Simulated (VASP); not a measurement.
# Ru4Rh in VASP: single point with LDA

Aim: the single point of Ru4Rh with LDA.

All numbers are computed with VASP 6.6.1; they aren't measurements. Logs are shortened: lines on timing, memory, paths and dates and some standing lists are left out, and cuts for length are marked.

## (1) The cell of the first run

The cell holds a slab with vacuum, 5 atoms: a = 2.675 Å, b = 2.675 Å, c = 24.449 Å, α = 90.00°, β = 90.00°, γ = 120.00°.

## (2) Single point, LDA

INCAR reads:

```
SYSTEM = Ru4Rh
ALGO = Normal
DIPOL = 0.5 0.5 0.500
EDIFF = 1E-7
ENCUT = 520
GGA = CA
IDIPOL = 3
ISIF = 2
ISMEAR = -1
LASPH = .TRUE.
LCHARG = .TRUE.
LDIPOL = .TRUE.
LELF = .TRUE.
LREAL = .FALSE.
LVACPOTAV = .TRUE.
LVHAR = .TRUE.
LWAVE = .FALSE.
NBANDS = 44
NELM = 100
PREC = Accurate
SIGMA = 0.1
```

KPOINTS reads:

```
k-points
0
G
  14 14 1
  0 0 0
```

POSCAR reads:

```
Ru4Rh
1.0
    2.6752522144      0.0000000000      0.0000000000
   -1.3376261072      2.3168363792      0.0000000000
    0.0000000000      0.0000000000     24.4488000000
Rh Ru
1 4
Direct
    0.0000000000      0.0000000000      0.3298286216
    0.3333333333      0.6666666667      0.4130118673
    0.0000000000      0.0000000000      0.5000000005
    0.3333333333      0.6666666667      0.5869881316
    0.0000000000      0.0000000000      0.6701713788
```

Potentials or basis: VASP PAW LDA potentials, release 64 (Rh_pv, Ru_pv).

Launch:

```sh
$ cat potpaw_LDA.64/Rh_pv/POTCAR potpaw_LDA.64/Ru_pv/POTCAR > POTCAR
$ mpirun -np 1 vasp_std > vasp.out
```

OUTCAR:

```text
SYSTEM = Ru4Rh
   EDIFF = 1E-7
   ENCUT = 520
   GGA = CA
   ISIF = 2
   ISMEAR = -1
   LASPH = .TRUE.
   LREAL = .FALSE.
   NELM = 100
   PREC = Accurate

 ion  position               nearest neighbor table
   1  0.000  0.000  0.330-   2 2.55   2 2.55   2 2.55
   2  0.333  0.667  0.413-   1 2.55   1 2.55   1 2.55   3 2.63   3 2.63   3 2.63
   3  0.000  0.000  0.500-   4 2.63   4 2.63   4 2.63   2 2.63   2 2.63   2 2.63
   4  0.333  0.667  0.587-   5 2.55   5 2.55   5 2.55   3 2.63   3 2.63   3 2.63
   5  0.000  0.000  0.670-   4 2.55   4 2.55   4 2.55

  LATTYP: Found a hexagonal cell.
 ALAT       =     2.6752522144
 C/A-ratio  =     9.1388766519

  Lattice vectors:

 A1 = (   2.6752522144,   0.0000000000,   0.0000000000)
 A2 = (  -1.3376261072,   2.3168363792,   0.0000000000)
 A3 = (   0.0000000000,   0.0000000000,  24.4488000000)

Analysis of symmetry for initial positions (statically):
=====================================================================
 Subroutine PRICEL returns:
 Original cell was already a primitive cell.

 Routine SETGRP: Setting up the symmetry group for a
 hexagonal supercell.

 Subroutine GETGRP returns: Found  6 space group operations
 (whereof  6 operations were pure point group operations)
 out of a pool of 24 trial point group operations.

The static configuration has the point symmetry C_3v.

Analysis of symmetry for dynamics (positions and initial velocities):
=====================================================================
 Subroutine PRICEL returns:
 Original cell was already a primitive cell.

 Routine SETGRP: Setting up the symmetry group for a
 hexagonal supercell.

 Subroutine GETGRP returns: Found  6 space group operations
 (whereof  6 operations were pure point group operations)
 out of a pool of 24 trial point group operations.

The dynamic configuration has the point symmetry C_3v.

 Subroutine INISYM returns: Found  6 space group operations
 (whereof  6 operations are pure point group operations),
 and found     1 'primitive' translations

----------------------------------------------------------------------------------------

                                     Primitive cell

  volume of cell :     151.5366

  direct lattice vectors                    reciprocal lattice vectors
     2.675252214  0.000000000  0.000000000     0.373796532  0.215811528  0.000000000
    -1.337626107  2.316836379  0.000000000     0.000000000  0.431623057  0.000000000
     0.000000000  0.000000000 24.448800000     0.000000000  0.000000000  0.040901803

  length of vectors
     2.675252214  2.675252214 24.448800000     0.431623057  0.431623057  0.040901803

  position of ions in fractional coordinates (direct lattice)
     0.000000000  0.000000000  0.329828622
     0.333333333  0.666666667  0.413011867
     0.000000000  0.000000000  0.500000001
     0.333333333  0.666666667  0.586988132
     0.000000000  0.000000000  0.670171379

  ion indices of the primitive-cell ions
   primitive index   ion index
                 1           1
                 2           2
                 3           3
                 4           4
                 5           5

----------------------------------------------------------------------------------------

 KPOINTS: k-points

Automatic generation of k-mesh.
 Grid dimensions read from file:
 generate k-points for:   14   14    1

 Generating k-lattice:

  Cartesian coordinates                     Fractional coordinates (reciprocal lattice)
     0.026699752  0.015415109  0.000000000     0.071428571 -0.000000000  0.000000000
     0.000000000  0.030830218  0.000000000     0.000000000  0.071428571  0.000000000
     0.000000000  0.000000000  0.040901803     0.000000000  0.000000000  1.000000000

  Length of vectors
     0.030830218  0.030830218  0.040901803

  Shift w.r.t. Gamma in fractional coordinates (k-lattice)
     0.000000000  0.000000000  0.000000000

 Subroutine IBZKPT returns following result:
 ===========================================

 Found     24 irreducible k-points:

 Following reciprocal coordinates:
            Coordinates               Weight
  0.000000  0.000000  0.000000      1.000000
  0.071429 -0.000000  0.000000      6.000000
  0.142857 -0.000000  0.000000      6.000000
  0.214286  0.000000  0.000000      6.000000
  0.285714 -0.000000  0.000000      6.000000
  0.357143  0.000000  0.000000      6.000000
[... 16 lines left out ...]
  0.285714  0.285714  0.000000      6.000000
  0.357143  0.285714  0.000000      6.000000
   k-points           NKPTS =     24   k-points in BZ     NKDIM =     24   number of bands    NBANDS=     44
   number of dos      NEDOS =    301   number of ions     NIONS =      5
   total plane-waves  NPLWV =  76800
   dimension x,y,z NGX =    20 NGY =   20 NGZ =  192
   dimension x,y,z NGXF=    40 NGYF=   40 NGZF=  384
   ions per type =               1   4
   NGX,Y,Z   is equivalent  to a cutoff of  12.43, 12.43, 13.06 a.u.
   NGXF,Y,Z  is equivalent  to a cutoff of  24.86, 24.86, 26.11 a.u.
 SYSTEM =  Ru4Rh
   PREC   = accura    normal or accurate (medium, high low for compatibility)
   ISTART =      0    job   : 0-new  1-cont  2-samecut
   ICHARG =      2    charge: 1-file 2-atom 10-const
   ISPIN  =      1    spin polarized calculation?
   LNONCOLLINEAR =      F non collinear calculations
   LSORBIT =      F    spin-orbit coupling
   LASPH  =      T    aspherical Exc in radial PAW
   ENCUT  =  520.0 eV  38.22 Ry    6.18 a.u.   4.97  4.97 45.46*2*pi/ulx,y,z
   NELM   =    100;   NELMIN=  2; NELMDL= -5     # of ELM steps
   EDIFF  = 0.1E-06   stopping-criterion for ELM
   LREAL  =      F    real-space projection
   EDIFFG = 0.1E-05   stopping-criterion for IOM
   NSW    =      0    number of steps for IOM
   IBRION =     -1    ionic relax: 0-MD 1-quasi-New 2-CG
   NFREE  =      0    steps in history (QN), initial steepest desc. (CG)
   ISIF   =      2    stress and relaxation
   ISYM   =      2    0-nonsym 1-usesym 2-fastsym
   POTIM  = 0.5000    time-step for ionic-motion
   TEBEG  =    0.0;   TEEND  =   0.0 temperature during run
   PSTRESS=    0.0 pullay stress
   NELECT =      71.0000    total number of electrons
   NUPDOWN=      -1.0000    fix difference up-down
   EMIN   =  10.00;   EMAX   =-10.00  energy-range for DOS
   EFERMI =   0.00;   METHOD = LEGACY
   ISMEAR =    -1;   SIGMA  =   0.10  broadening in eV -4-tet -1-fermi 0-gaus
   EFERMI_NEDOS =   21; number of points for ismear=-14 and -15
   IALGO  =     38    algorithm
   IMIX   =      4    mixing-type and parameters
     AMIX     =   0.40;   BMIX     =  1.00
     AMIX_MAG =   1.60;   BMIX_MAG =  1.00
  volume/ion in A,a.u.               =      30.31       204.52
  Fermi-wavevector in a.u.,A,eV,Ry     =   1.271516  2.402816 21.997249  1.616752
  Thomas-Fermi vector in A             =   2.404445
   LORBIT       =      0    0 simple, 1 ext, 2 COOP (PROOUT), +10 PAW based schemes
   GGA     = CA    functional components
   LHFCALC =     F    Hartree Fock is set to
   AEXX    =    0.0000 exact exchange contribution
   IVDW    =     0    specifies the selected vdW correction
   LEPSILON=     F    determine dielectric tensor
   LRPA    =     F    only Hartree local field effects (RPA)
 non-spin polarized calculation
  energy-cutoff  :      520.00
  volume of cell :      151.54
 maximum number of plane-waves:      4143
 NGX is ok and might be reduce to    20
   NGX =  9   NGY =  9   NGZ = 91

 dipolmoment           0.000000      0.000000      0.000396 electrons x Angstroem

 number of electron      70.9999999 magnetization

 dipolmoment           0.000000      0.000000     -0.001664 electrons x Angstroem

 Free energy of the ion-electron system (eV)
  ---------------------------------------------------
  ext. energy  EPLUGINS =         0.00000000
  ---------------------------------------------------
  free energy    TOTEN  =       -49.34081628 eV

  energy without entropy =      -49.15188636  energy(sigma->0) =      -49.24635132

 E-fermi :   2.7308     XC(G=0):  -7.1444

 val. band max:        2.7065509827   @ k =   0.3571   0.1429   0.0000
 cond. band min:       2.7650534084   @ k =   0.0714  -0.0000   0.0000
 fundamental gap:      0.0585024257
 Fermi energy:         2.7308124816

 k-point     1 :       0.0000    0.0000    0.0000
  band No.  band energies     occupation
      1     -43.6684      2.00000
      2     -43.3275      2.00000
      3     -43.3275      2.00000
      4     -40.8582      2.00000
      5     -40.5131      2.00000
      6     -39.9976      2.00000
[... 36 lines left out ...]
     43       3.7105      0.00011
     44       3.9677      0.00001

 k-point     2 :       0.0714   -0.0000    0.0000
  band No.  band energies     occupation
      1     -43.6634      2.00000
      2     -43.3587      2.00000
      3     -43.3348      2.00000
      4     -40.8429      2.00000
      5     -40.5099      2.00000
      6     -40.0402      2.00000
[... 36 lines left out ...]
     43       3.7321      0.00009
     44       4.0192      0.00001

 k-point     3 :       0.1429   -0.0000    0.0000
  band No.  band energies     occupation
      1     -43.6497      2.00000
      2     -43.4454      2.00000
      3     -43.3553      2.00000
      4     -40.7998      2.00000
      5     -40.5060      2.00000
      6     -40.1550      2.00000
[... 36 lines left out ...]
     43       4.1069      0.00000
     44       4.1423      0.00000

 k-point     4 :       0.2143    0.0000    0.0000
  band No.  band energies     occupation
      1     -43.6313      2.00000
      2     -43.5678      2.00000
      3     -43.3848      2.00000
      4     -40.7388      2.00000
      5     -40.5226      2.00000
      6     -40.3089      2.00000
[... 882 lines left out ...]
     43       9.1296      0.00000
     44       9.7609      0.00000

 k-point    23 :       0.2857    0.2857    0.0000
  band No.  band energies     occupation
      1     -43.8202      2.00000
      2     -43.6634      2.00000
      3     -43.5594      2.00000
      4     -40.7142      2.00000
      5     -40.6311      2.00000
      6     -40.6123      2.00000
[... 36 lines left out ...]
     43       9.4742      0.00000
     44      10.3330      0.00000

 k-point    24 :       0.3571    0.2857    0.0000
  band No.  band energies     occupation
      1     -43.8000      2.00000
      2     -43.7070      2.00000
      3     -43.5563      2.00000
      4     -40.6943      2.00000
      5     -40.6249      2.00000
      6     -40.5851      2.00000
[... 36 lines left out ...]
     43      10.2118      0.00000
     44      10.4388      0.00000

------------------------ aborting loop because EDIFF is reached ----------------------------------------

  FORCE on cell =-STRESS in cart. coord.  units (eV):
  Direction    XX          YY          ZZ          XY          YZ          ZX
  --------------------------------------------------------------------------------------
  -------------------------------------------------------------------------------------
  Total       -2.5495514     -2.5495514      1.2102958      0.0000000     -0.0000000      0.0000000
  in kB      -26.9560779    -26.9560779     12.7963020      0.0000000     -0.0000000      0.0000000
  external PRESSURE =     -13.7052846 kB  Pullay stress =       0.0000000 kB

 VOLUME and BASIS-vectors are now :
 -----------------------------------------------------------------------------
  energy-cutoff  :      520.00
  volume of cell :      151.54
      direct lattice vectors                 reciprocal lattice vectors
     2.675252214  0.000000000  0.000000000     0.373796532  0.215811528  0.000000000
    -1.337626107  2.316836379  0.000000000     0.000000000  0.431623057  0.000000000
     0.000000000  0.000000000 24.448800000     0.000000000  0.000000000  0.040901803

 POSITION                                       TOTAL-FORCE (eV/Angst)
 -----------------------------------------------------------------------------------
      0.00000      0.00000      8.06391         0.000000     -0.000000     -0.702944
     -0.00000      1.54456     10.09764        -0.000000      0.000000      0.900093
      0.00000      0.00000     12.22440         0.000000     -0.000000     -0.175742
     -0.00000      1.54456     14.35116        -0.000000      0.000000     -0.168800
      0.00000      0.00000     16.38489         0.000000      0.000000      0.147393
 -----------------------------------------------------------------------------------
    total drift:                                0.000001      0.000000      0.000019

  FREE ENERGIE OF THE ION-ELECTRON SYSTEM (eV)
  ---------------------------------------------------
  free  energy   TOTEN  =       -49.3408162838 eV

  energy  without entropy=      -49.1518863607  energy(sigma->0) =      -49.24635132

 vacuum level on the upper side and lower side of the slab         8.079         8.128
```

It took 9.4 min on 1 thread of Intel Xeon Platinum 8488C (Sapphire Rapids), shared host; peak memory 0.3 GiB.

What came out:

| Quantity | Value |
| --- | --- |
| Free energy | -49.3408 eV |
| Largest force | 0.900 eV/Å |
| Band gap on the k mesh | zero (an odd number of electrons rules out a gap without spin polarisation) |

Forces on the atoms (eV/Å):
```
Rh   0.000  0.000 -0.703
Ru   0.000  0.000  0.900
Ru   0.000  0.000 -0.176
Ru   0.000  0.000 -0.169
Ru   0.000  0.000  0.147
```
